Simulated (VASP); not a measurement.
# C (Pm-3m) in VASP: notebook

The runs below take C through single point, relaxation of cell and atoms, with LDA.

Everything below comes from runs of VASP 6.6.1. Logs are shortened: lines on timing, memory, paths and dates and some standing lists are left out, and cuts for length are marked.

## (1) The cell of the first run

It takes space group Pm-3m (No. 221, cubic). The conventional cell has a = 1.754 Å, b = 1.754 Å, c = 1.754 Å, α = 90.00°, β = 90.00°, γ = 90.00°. C (site symmetry m-3m) has 6 C at 1.75 Å within 2.3 Å.

## (2) Single point, LDA

Contents of INCAR:

```
SYSTEM = C
  PREC = Accurate
  ENCUT = 520
  EDIFF = 1E-6
  ISMEAR = 1
  SIGMA = 0.05
  LREAL = .False.
  LASPH = .True.
  NELM = 60
  ALGO = Normal
  ISIF = 2
  LWAVE = .False.
  LCHARG = .False.
  GGA = CA
  NBANDS = 8
```

Contents of KPOINTS:

```
regular mesh
0
Gamma
  12 12 12
  0 0 0
```

Contents of POSCAR:

```
C
1.0
    1.7542340134      0.0000000000      0.0000000000
    0.0000000000      1.7542340134      0.0000000000
    0.0000000000      0.0000000000      1.7542340134
C
1
Direct
    0.0000000000      0.0000000000      0.0000000000
```

Potentials or basis: VASP PAW LDA potentials, release 64 (C).

Command:

```sh
$ cat potpaw_LDA.64/C/POTCAR > POTCAR
$ mpirun -np 1 vasp_std > vasp.out
```

OUTCAR:

```text
SYSTEM = C
   PREC = Accurate
   ENCUT = 520
   EDIFF = 1E-6
   ISMEAR = 1
   LREAL = .False.
   LASPH = .True.
   NELM = 60
   ISIF = 2
   GGA = CA

 ion  position               nearest neighbor table
   1  0.000  0.000  0.000-

  LATTYP: Found a simple cubic cell.
 ALAT       =     1.7542340134

  Lattice vectors:

 A1 = (   1.7542340134,   0.0000000000,   0.0000000000)
 A2 = (   0.0000000000,   1.7542340134,   0.0000000000)
 A3 = (   0.0000000000,   0.0000000000,   1.7542340134)

Analysis of symmetry for initial positions (statically):
=====================================================================
 Subroutine PRICEL returns:
 Original cell was already a primitive cell.

 Routine SETGRP: Setting up the symmetry group for a
 simple cubic supercell.

 Subroutine GETGRP returns: Found 48 space group operations
[... 9 lines left out ...]

 Routine SETGRP: Setting up the symmetry group for a
 simple cubic supercell.

 Subroutine GETGRP returns: Found 48 space group operations
[... 11 lines left out ...]
                                     Primitive cell

  volume of cell :       5.3984

  direct lattice vectors                    reciprocal lattice vectors
     1.754234013  0.000000000  0.000000000     0.570049373  0.000000000  0.000000000
     0.000000000  1.754234013  0.000000000     0.000000000  0.570049373  0.000000000
     0.000000000  0.000000000  1.754234013     0.000000000  0.000000000  0.570049373

  length of vectors
     1.754234013  1.754234013  1.754234013     0.570049373  0.570049373  0.570049373

  position of ions in fractional coordinates (direct lattice)
     0.000000000  0.000000000  0.000000000

  ion indices of the primitive-cell ions
   primitive index   ion index
                 1           1

----------------------------------------------------------------------------------------

 KPOINTS: regular mesh

Automatic generation of k-mesh.
 Grid dimensions read from file:
 generate k-points for:   12   12   12

 Generating k-lattice:

  Cartesian coordinates                     Fractional coordinates (reciprocal lattice)
     0.047504114  0.000000000  0.000000000     0.083333333  0.000000000  0.000000000
     0.000000000  0.047504114  0.000000000     0.000000000  0.083333333  0.000000000
     0.000000000  0.000000000  0.047504114     0.000000000  0.000000000  0.083333333

[... 48 lines left out ...]
   ISTART =      0    job   : 0-new  1-cont  2-samecut
   ICHARG =      2    charge: 1-file 2-atom 10-const
   ISPIN  =      1    spin polarized calculation?
   LNONCOLLINEAR =      F non collinear calculations
   LSORBIT =      F    spin-orbit coupling
   LASPH  =      T    aspherical Exc in radial PAW
   ENCUT  =  520.0 eV  38.22 Ry    6.18 a.u.   3.26  3.26  3.26*2*pi/ulx,y,z
   NELM   =     60;   NELMIN=  2; NELMDL= -5     # of ELM steps
   EDIFF  = 0.1E-05   stopping-criterion for ELM
   LREAL  =      F    real-space projection
   EDIFFG = 0.1E-04   stopping-criterion for IOM
   NSW    =      0    number of steps for IOM
   IBRION =     -1    ionic relax: 0-MD 1-quasi-New 2-CG
   NFREE  =      0    steps in history (QN), initial steepest desc. (CG)
   ISIF   =      2    stress and relaxation
   ISYM   =      2    0-nonsym 1-usesym 2-fastsym
   POTIM  = 0.5000    time-step for ionic-motion
   TEBEG  =    0.0;   TEEND  =   0.0 temperature during run
   PSTRESS=    0.0 pullay stress
   NELECT =       4.0000    total number of electrons
   NUPDOWN=      -1.0000    fix difference up-down
   EMIN   =  10.00;   EMAX   =-10.00  energy-range for DOS
   EFERMI =   0.00;   METHOD = LEGACY
   ISMEAR =     1;   SIGMA  =   0.05  broadening in eV -4-tet -1-fermi 0-gaus
   EFERMI_NEDOS =   21; number of points for ismear=-14 and -15
   IALGO  =     38    algorithm
   IMIX   =      4    mixing-type and parameters
     AMIX     =   0.40;   BMIX     =  1.00
     AMIX_MAG =   1.60;   BMIX_MAG =  1.00
  volume/ion in A,a.u.               =       5.40        36.43
  Fermi-wavevector in a.u.,A,eV,Ry     =   1.481406  2.799451 29.858834  2.194562
  Thomas-Fermi vector in A             =   2.595320
   LORBIT       =      0    0 simple, 1 ext, 2 COOP (PROOUT), +10 PAW based schemes
   GGA     = CA    functional components
   LHFCALC =     F    Hartree Fock is set to
   AEXX    =    0.0000 exact exchange contribution
   IVDW    =     0    specifies the selected vdW correction
   LEPSILON=     F    determine dielectric tensor
   LRPA    =     F    only Hartree local field effects (RPA)
 non-spin polarized calculation
 Methfessel and Paxton  Order N= 1 SIGMA  =   0.05
  energy-cutoff  :      520.00
  volume of cell :        5.40
 maximum number of plane-waves:       155
 NGX is ok and might be reduce to    14
   NGX =  7   NGY =  7   NGZ =  7

 number of electron       4.0000001 magnetization

 Free energy of the ion-electron system (eV)
  ---------------------------------------------------
  ext. energy  EPLUGINS =         0.00000000
  ---------------------------------------------------
  free energy    TOTEN  =        -7.45503477 eV

  energy without entropy =       -7.45464565  energy(sigma->0) =       -7.45490506

 E-fermi :  11.2054     XC(G=0): -14.1052

 val. band max:       11.1978614579   @ k =   0.2500   0.1667   0.0833
 cond. band min:      11.2441966390   @ k =   0.4167   0.4167   0.1667
 fundamental gap:      0.0463351811
 Fermi energy:        11.2053708428

 k-point     1 :       0.0000    0.0000    0.0000
  band No.  band energies     occupation
      1     -11.0411      2.00000
      2      20.8844      0.00000
      3      20.8844      0.00000
      4      20.8844      0.00000
      5      37.3773      0.00000
      6      37.3773      0.00000
      7      43.2407      0.00000
      8      68.3373      0.00000
[... 243 lines left out ...]
 k-point    24 :       0.4167    0.3333    0.0000
  band No.  band energies     occupation
      1      -0.1313      2.00000
      2       5.4215      2.00000
      3      13.1056      0.00000
      4      25.4587      0.00000
      5      26.0059      0.00000
      6      50.8344      0.00000
      7      54.0544      0.00000
      8      57.0463      0.00000

 [... further k-points ...]
[... 5 lines left out ...]
  --------------------------------------------------------------------------------------
  -------------------------------------------------------------------------------------
  Total        0.0232175      0.0232175      0.0232175      0.0000000      0.0000000     -0.0000000
  in kB        6.8907114      6.8907114      6.8907114      0.0000000      0.0000000     -0.0000000
  external PRESSURE =       6.8907114 kB  Pullay stress =       0.0000000 kB

 VOLUME and BASIS-vectors are now :
 -----------------------------------------------------------------------------
  energy-cutoff  :      520.00
  volume of cell :        5.40
      direct lattice vectors                 reciprocal lattice vectors
     1.754234013  0.000000000  0.000000000     0.570049373  0.000000000  0.000000000
     0.000000000  1.754234013  0.000000000     0.000000000  0.570049373  0.000000000
     0.000000000  0.000000000  1.754234013     0.000000000  0.000000000  0.570049373

 POSITION                                       TOTAL-FORCE (eV/Angst)
 -----------------------------------------------------------------------------------
      0.00000      0.00000      0.00000         0.000000      0.000000      0.000000
 -----------------------------------------------------------------------------------
    total drift:                               -0.000000     -0.000000     -0.000000

  FREE ENERGIE OF THE ION-ELECTRON SYSTEM (eV)
  ---------------------------------------------------
  free  energy   TOTEN  =        -7.4550347668 eV

  energy  without entropy=       -7.4546456503  energy(sigma->0) =       -7.45490506
```

OSZICAR:

```text
N       E                     dE             d eps       ncg     rms          rms(c)
DAV:   1    -0.622557929770E+01   -0.62256E+01   -0.26195E+03  1576   0.501E+02
DAV:   2    -0.749298152164E+01   -0.12674E+01   -0.11717E+01  1672   0.262E+01
DAV:   3    -0.749588914290E+01   -0.29076E-02   -0.29066E-02  1608   0.131E+00
DAV:   4    -0.749588963762E+01   -0.49472E-06   -0.49496E-06  1992   0.163E-02
DAV:   5    -0.749588963757E+01    0.51472E-10   -0.88504E-10  1536   0.114E-04    0.213E+00
DAV:   6    -0.746575057424E+01    0.30139E-01   -0.18413E-02  1400   0.826E-01    0.129E+00
DAV:   7    -0.745509814323E+01    0.10652E-01   -0.23214E-02  1440   0.939E-01    0.187E-01
DAV:   8    -0.745503547180E+01    0.62671E-04   -0.15275E-04  1480   0.913E-02    0.155E-02
DAV:   9    -0.745503476678E+01    0.70502E-06   -0.29409E-06  1816   0.123E-02
   1 F= -.74550348E+01 E0= -.74549051E+01  d E =-.389116E-03
```

stdout:

```text
POSCAR found type information on POSCAR C
 POSCAR found :  1 types and       1 ions
 scaLAPACK will be used
 LDA part: xc-table for (Slater(with rela. corr.)+CA(PZ))
 , standard interpolation
 POSCAR, INCAR and KPOINTS ok, starting setup
 FFT: planning ... GRIDC
 FFT: planning ... GRID_SOFT
 FFT: planning ... GRID
 WAVECAR not read
 entering main loop
```

Run time: 3 s. Hardware: 1 thread of AMD EPYC 7R13 (Zen 3), shared host; peak memory 0.07 GiB.

Results:

```yaml
Free_energy: -7.4550 eV
Pressure: 0.7 GPa
Band_gap_on_the_k_mesh: zero (band 2 reaches 20.88 eV, above the bottom of band 3 at 9.09 eV)
```

Levels at points of the mesh, in eV from the Fermi level:
```tsv
k point	band 1	band 2	band 3	band 4	band 5
(0.00, 0.00, 0.00)	-22.25	9.68	9.68	9.68	26.17
(0.50, 0.00, 0.00)	-12.43	-12.39	13.07	13.07	30.13
(0.50, 0.50, 0.00)	-6.04	-6.04	-2.12	8.21	15.82
(0.50, 0.50, 0.50)	-0.84	-0.84	-0.84	9.73	17.83
```

## (3) Single point, LDA

This run uses another cell than the first one, of 5.20 Å³/atom, 0.964 times its volume.

Contents of INCAR:

```
ALGO = Normal ; EDIFF = 1E-7
ENCUT = 520 ; ISIF = 2
ISMEAR = 1 ; LASPH = True
LCHARG = False ; LREAL = False
LWAVE = False ; NBANDS = 8
NELM = 80 ; PREC = Accurate
SIGMA = 0.05
```

Contents of KPOINTS:

```
k-points
0
Gamma
  12 12 12
```

Contents of POSCAR:

```
C
1.0
    1.7330285104      0.0000000000      0.0000000000
    0.0000000000      1.7330285104      0.0000000000
    0.0000000000      0.0000000000      1.7330285104
C
1
Direct
    0.0000000000      0.0000000000      0.0000000000
```

Potentials or basis: VASP PAW LDA potentials, release 64 (C).

Command:

```sh
$ cat potpaw_LDA.64/C/POTCAR > POTCAR
$ mpirun -np 1 vasp_std > vasp.out
```

It took 3.2 s on 1 thread of AMD EPYC 7R13 (Zen 3), shared host; peak memory 0.07 GiB.

It converged, with:

| Quantity | Value |
| --- | --- |
| Free energy | -7.4467 eV |
| Pressure | 11.7 GPa |
| Band gap on the k mesh | zero (band 2 reaches 21.78 eV, above the bottom of band 3 at 9.91 eV) |

Levels at points of the mesh, in eV from the Fermi level:
```csv
k point,band 1,band 2,band 3,band 4,band 5
"(0.00, 0.00, 0.00)",-22.83,9.96,9.96,9.96,26.54
"(0.50, 0.00, 0.00)",-12.88,-12.65,13.51,13.51,30.79
"(0.50, 0.50, 0.00)",-6.31,-6.31,-1.92,8.10,16.38
"(0.50, 0.50, 0.50)",-0.90,-0.90,-0.90,10.53,17.96
```

## (4) Single point, LDA

This run uses another cell than the first one, of 5.07 Å³/atom, 0.939 times its volume.

Contents of INCAR:

```
ALGO = Normal
EDIFF = 1E-7
ENCUT = 520
ISIF = 2
ISMEAR = 1
LASPH = T
LCHARG = T
LELF = T
LREAL = F
LVHAR = T
LWAVE = F
NBANDS = 8
NELM = 80
PREC = Accurate
SIGMA = 0.05
```

KPOINTS is that of step 3.

Contents of POSCAR:

```
C
1.0
    1.7176769897      0.0000000000      0.0000000000
    0.0000000000      1.7176769897      0.0000000000
    0.0000000000      0.0000000000      1.7176769897
C
1
Direct
    0.0000000000      0.0000000000      0.0000000000
```

Command:

```sh
$ cat potpaw_LDA.64/C/POTCAR > POTCAR
$ mpirun -np 1 vasp_std > vasp.out
```

Wall time 3.8 s (1 thread of AMD EPYC 7R13 (Zen 3), shared host); peak memory 0.07 GiB.

Results (log left out):

```
Free energy            : -7.4326 eV
Pressure               : 21.4 GPa
Band gap on the k mesh : zero (band 2 reaches 22.47 eV, above the bottom of band 3 at 10.53 eV)
```

Levels at points of the mesh, in eV from the Fermi level:
| k point | band 1 | band 2 | band 3 | band 4 | band 5 |
| --- | --- | --- | --- | --- | --- |
| (0.00, 0.00, 0.00) | -23.31 | 10.13 | 10.13 | 10.13 | 26.77 |
| (0.50, 0.00, 0.00) | -13.29 | -12.86 | 13.81 | 13.81 | 31.26 |
| (0.50, 0.50, 0.00) | -6.55 | -6.55 | -1.80 | 7.96 | 16.76 |
| (0.50, 0.50, 0.50) | -0.99 | -0.99 | -0.99 | 11.10 | 18.01 |

(Continued in part 2 of 2.)
